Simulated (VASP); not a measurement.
A run of VASP 6.6.1:

File INCAR:

```
SYSTEM = AlN
PREC = Accurate
ENCUT = 600
EDIFF = 1E-6
ISMEAR = 0
SIGMA = 0.01
LREAL = Auto
LASPH = .TRUE.
NELM = 120
ALGO = Normal
ISIF = 2
LWAVE = .FALSE.
LCHARG = .FALSE.
GGA = PE
NBANDS = 186
GGA_COMPAT = .FALSE.
KPAR = 4
```

KPOINTS

```
regular mesh
0
G
  3 3 2
  0 0 0
```

File POSCAR:

```
AlN
1.0
    9.3857640000      0.0000000000      0.0000000000
   -4.6928820000      8.1283110000      0.0000000000
    0.0000000000      0.0000000000     10.0339100000
Al N
36 36
Direct
    0.2226260000      0.1164380000      0.2459310000
    0.1153400000      0.2211180000      0.4986010000
    0.2247280000      0.1069610000      0.7481810000
    0.1092440000      0.2165440000      0.9936300000
    0.2218840000      0.4454590000      0.2526380000
    0.1075050000      0.5538520000      0.4916100000
    0.2236200000      0.4431130000      0.7514750000
    0.1133590000      0.5600110000      0.9987250000
    0.2142550000      0.7731160000      0.2458440000
    0.1021920000      0.8969960000      0.4900430000
    0.2215610000      0.7749180000      0.7521970000
    0.1062630000      0.8885530000      1.0010520000
    0.5535700000      0.1181290000      0.2504790000
    0.4435260000      0.2212500000      0.4988470000
    0.5549310000      0.1126980000      0.7488280000
    0.4438130000      0.2236390000      1.0035040000
    0.5588620000      0.4419340000      0.2449620000
    0.4457160000      0.5520090000      0.4954280000
    0.5558360000      0.4480410000      0.7544340000
    0.4437250000      0.5549380000      0.9994620000
    0.5522290000      0.7743520000      0.2480460000
    0.4408560000      0.8870250000      0.4933560000
    0.5524290000      0.7757190000      0.7473780000
    0.4472290000      0.8849850000      1.0035730000
    0.8877760000      0.1139220000      0.2506200000
    0.7748080000      0.2239690000      0.5035790000
    0.8904870000      0.1090650000      0.7466490000
    0.7830610000      0.2257220000      0.9967540000
    0.8902850000      0.4475930000      0.2516540000
    0.7720600000      0.5569130000      0.4962010000
    0.8850590000      0.4465570000      0.7516820000
    0.7765900000      0.5657610000      0.9999230000
    0.8886610000      0.7696670000      0.2471360000
    0.7733730000      0.8879440000      0.5031760000
    0.8942790000      0.7740450000      0.7571820000
    0.7735980000      0.8934050000      0.9965610000
    0.2303190000      0.1117820000      0.4401850000
    0.1142200000      0.2270250000      0.1902340000
    0.2152890000      0.1100940000      0.9396690000
    0.1097460000      0.2225170000      0.6850320000
    0.2200760000      0.4350830000      0.4346980000
    0.1158050000      0.5461730000      0.1935400000
    0.2196980000      0.4418680000      0.9364240000
    0.1109200000      0.5522070000      0.6946160000
    0.2210150000      0.7755390000      0.4469580000
    0.1026500000      0.8934570000      0.1874410000
    0.2300650000      0.7675270000      0.9464360000
    0.1151510000      0.8868280000      0.6915720000
    0.5548030000      0.1073650000      0.4485620000
    0.4363000000      0.2068550000      0.1898670000
    0.5536460000      0.1095220000      0.9480920000
    0.4467030000      0.2180230000      0.6996210000
    0.5500320000      0.4422870000      0.4447720000
    0.4425970000      0.5493790000      0.1930230000
    0.5507200000      0.4472950000      0.9458270000
    0.4451850000      0.5545440000      0.6893200000
    0.5570480000      0.7779870000      0.4357620000
    0.4346500000      0.8888560000      0.1947570000
    0.5542640000      0.7817190000      0.9404860000
    0.4434580000      0.8825890000      0.6876170000
    0.8882560000      0.1092400000      0.4387870000
    0.7812320000      0.2245170000      0.1866500000
    0.8892270000      0.1132480000      0.9378070000
    0.7772640000      0.2250640000      0.6832240000
    0.8913180000      0.4470210000      0.4412190000
    0.7745160000      0.5530370000      0.1937610000
    0.8980370000      0.4358520000      0.9314120000
    0.7819620000      0.5582670000      0.6891120000
    0.8891150000      0.7793620000      0.4375730000
    0.7759240000      0.8893670000      0.1892310000
    0.8959130000      0.7783590000      0.9419440000
    0.7809510000      0.8861830000      0.6862030000
```

Potentials or basis: VASP PAW PBE potentials, release 64 (Al, N).

Run with:

```bash
$ cat potpaw_PBE.64/Al/POTCAR potpaw_PBE.64/N/POTCAR > POTCAR
$ mpirun -np 4 vasp_std > vasp.out
```

Hardware: 4 MPI ranks on Intel(R) Xeon(R) Platinum 8259CL CPU @ 2.50GHz (Skylake/Cascade Lake), with other jobs on the host.

Q: How long does it take, and how much memory?

A: It took 24 min on 4 MPI ranks on Intel(R) Xeon(R) Platinum 8259CL CPU @ 2.50GHz (Skylake/Cascade Lake), on a shared host, peak memory 1.7 GiB a rank. Counts: scf iterations 16, k points 10.
